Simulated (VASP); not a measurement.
# Be2ZnSe3 (P6/mmm) in VASP: further runs, part 2 of 2

VASP 6.6.1. Earlier steps stand in the parts before.

## 5. Single point, PBE

This run uses another cell than the first one, of 28.41 Å³/atom.

File INCAR:

```
PREC = Accurate
ENCUT = 520
EDIFF = 1E-6
ISMEAR = 0
SIGMA = 0.1
LREAL = False
LASPH = True
NELM = 60
ALGO = Normal
ISIF = 2
LWAVE = False
LCHARG = False
GGA = PE
NBANDS = 26
```

File KPOINTS:

```
Automatic mesh
0
Gamma
  12 12 6
```

File POSCAR:

```
Be2ZnSe3
1.0
    5.4290101762      0.0000000000      0.0000000000
   -2.7145050881      4.7016607299      0.0000000000
    0.0000000000      0.0000000000      6.6785291895
Be Zn Se
2 1 3
Direct
    0.0000000000      0.0000000000      0.1592337289
    0.0000000000      0.0000000000      0.8407662711
    0.0000000000      0.0000000000      0.5000000000
    0.5000000000      0.0000000000      0.0000000000
    0.0000000000      0.5000000000      0.0000000000
    0.5000000000      0.5000000000      0.0000000000
```

Potentials or basis: VASP PAW PBE potentials, release 64 (Be, Zn, Se).

Launch:

```
$ cat potpaw_PBE.64/Be/POTCAR potpaw_PBE.64/Zn/POTCAR potpaw_PBE.64/Se/POTCAR > POTCAR
$ mpirun -np 1 vasp_std > vasp.out
```

OUTCAR:

```text
PREC = Accurate
   ENCUT = 520
   EDIFF = 1E-6
   ISMEAR = 0
   LREAL = False
   LASPH = True
   NELM = 60
   ISIF = 2
   GGA = PE

 ion  position               nearest neighbor table
   1  0.000  0.000  0.159-   2 2.13   3 2.28
   2  0.000  0.000  0.841-   1 2.13   3 2.28
   3  0.000  0.000  0.500-   1 2.28   2 2.28
   4  0.500  0.000  0.000-   5 2.71   6 2.71   6 2.71   5 2.71
   5  0.000  0.500  0.000-   4 2.71   4 2.71   6 2.71   6 2.71
   6  0.500  0.500  0.000-   4 2.71   4 2.71   5 2.71   5 2.71
[... 903 lines left out ...]
  -------------------------------------------------------------------------------------
  Total        0.0199633      0.0199633      0.0607274      0.0000000      0.0000000      0.0000000
  in kB        0.1876251      0.1876251      0.5707454      0.0000000      0.0000000      0.0000000
  external PRESSURE =       0.3153319 kB  Pullay stress =       0.0000000 kB

 VOLUME and BASIS-vectors are now :
 -----------------------------------------------------------------------------
  energy-cutoff  :      520.00
  volume of cell :      170.47
      direct lattice vectors                 reciprocal lattice vectors
     5.429010176  0.000000000  0.000000000     0.184195639  0.106345402  0.000000000
    -2.714505088  4.701660730  0.000000000     0.000000000  0.212690804  0.000000000
     0.000000000  0.000000000  6.678529189     0.000000000  0.000000000  0.149733567

 POSITION                                       TOTAL-FORCE (eV/Angst)
 -----------------------------------------------------------------------------------
      0.00000      0.00000      1.06345        -0.000000      0.000000     -0.005035
      0.00000      0.00000      5.61508         0.000000     -0.000000      0.005035
      0.00000      0.00000      3.33926        -0.000000      0.000000      0.000000
      2.71451      0.00000      0.00000        -0.000000      0.000000      0.000000
     -1.35725      2.35083      0.00000        -0.000000      0.000000      0.000000
      1.35725      2.35083      0.00000        -0.000000      0.000000      0.000000
 -----------------------------------------------------------------------------------
    total drift:                               -0.000000      0.000000     -0.000000

  FREE ENERGIE OF THE ION-ELECTRON SYSTEM (eV)
  ---------------------------------------------------
  free  energy   TOTEN  =       -14.7487552090 eV

  energy  without entropy=      -14.7146583105  energy(sigma->0) =      -14.73170676
```

OSZICAR:

```text
N       E                     dE             d eps       ncg     rms          rms(c)
DAV:   1     0.188298109146E+03    0.18830E+03   -0.13435E+04  3952   0.114E+03
DAV:   2     0.545571701075E+01   -0.18284E+03   -0.17123E+03  4668   0.239E+02
DAV:   3    -0.145984203831E+02   -0.20054E+02   -0.19538E+02  5174   0.801E+01
DAV:   4    -0.150836618280E+02   -0.48524E+00   -0.48242E+00  4556   0.127E+01
DAV:   5    -0.150897951756E+02   -0.61333E-02   -0.61294E-02  4918   0.134E+00    0.718E+00
DAV:   6    -0.148041996803E+02    0.28560E+00   -0.65167E-01  4808   0.116E+01    0.422E+00
DAV:   7    -0.147517776648E+02    0.52422E-01   -0.22768E-01  4860   0.283E+00    0.142E+00
DAV:   8    -0.147462138949E+02    0.55638E-02   -0.36444E-02  4882   0.126E+00    0.364E-01
DAV:   9    -0.147465573954E+02   -0.34350E-03   -0.94382E-03  4332   0.442E-01    0.198E-01
DAV:  10    -0.147478922377E+02   -0.13348E-02   -0.13227E-03  4136   0.181E-01    0.775E-02
DAV:  11    -0.147486294406E+02   -0.73720E-03   -0.60932E-04  4198   0.109E-01    0.292E-02
DAV:  12    -0.147487468844E+02   -0.11744E-03   -0.12679E-04  4270   0.572E-02    0.992E-03
DAV:  13    -0.147487526821E+02   -0.57977E-05   -0.66799E-06  4838   0.161E-02    0.328E-03
DAV:  14    -0.147487550170E+02   -0.23349E-05   -0.20957E-06  3560   0.856E-03    0.101E-03
DAV:  15    -0.147487552090E+02   -0.19191E-06   -0.81301E-08  3146   0.240E-03
   1 F= -.14748755E+02 E0= -.14731707E+02  d E =-.340969E-01
```

It took 3.5 min on 1 thread of Intel Xeon Platinum 8488C (Sapphire Rapids), shared host; peak memory 0.47 GiB.

What came out:

```yaml
Free_energy: -14.7488 eV
Pressure: 0.0 GPa
Largest_force: 0.005 eV/Å
Band_gap_on_the_k_mesh: zero (bands 17 and 18 overlap by 0.51 eV)
```

Forces in eV/Å, atoms in the order of the input:
```
Be   0.000  0.000 -0.005
Be   0.000  0.000  0.005
Zn   0.000  0.000  0.000
Se   0.000  0.000  0.000
Se   0.000  0.000  0.000
Se   0.000  0.000  0.000
```

Caveat: semilocal functionals underestimate gaps, and a narrow one can read as zero.

## 6. Summary

| task | cell | k mesh | cutoff (eV) | gap on the mesh (eV) | pressure (GPa) | largest force (eV/Å) |
| --- | --- | --- | --- | --- | --- | --- |
| single point | a = 4.293, b = 4.293, c = 5.379 Å, angles 90.0, 90.0, 120.0°, 6 atoms, atomic positions A | 6 × 6 × 4 | 520 | none | 97.7 | 15.13 |
| single point | a = 5.452, b = 5.452, c = 6.666 Å, angles 90.0, 90.0, 120.0°, 6 atoms, atomic positions B | 6 × 6 × 4 | 520 | none | 0.1 | 0.03 |
| relaxation of cell and atoms | relaxed from a = 4.293, b = 4.293, c = 5.379 Å, angles 90.0, 90.0, 120.0°, 6 atoms, atomic positions A | 6 × 6 × 4 | 600 | none | 0.1 | 0.03 |
| single point | a = 5.429, b = 5.429, c = 6.679 Å, angles 90.0, 90.0, 120.0°, 6 atoms, atomic positions C | 12 × 12 × 6 | 520 | none | 0.0 | 0.01 |

Alike in all rows: level PBE; potentials or basis VASP PAW PBE potentials, release 64 (Be, Zn, Se); no spin polarisation; smearing gaussian 0.1 eV.

Caveats: semilocal functionals underestimate gaps, and a narrow one can read as zero (at least some runs); atoms lie so close that the PAW spheres overlap strongly, which falsifies energies and pressures (at least some runs); the cell stands under pressure (at least some runs); forces of over 1 eV/Å act on the atoms, so gaps and moduli don't describe the material at rest (at least some runs); the volume moved by over 15 % at a fixed basis, so the end points are rough (at least some runs).

Absolute energies hang on the potentials; compare differences alone.
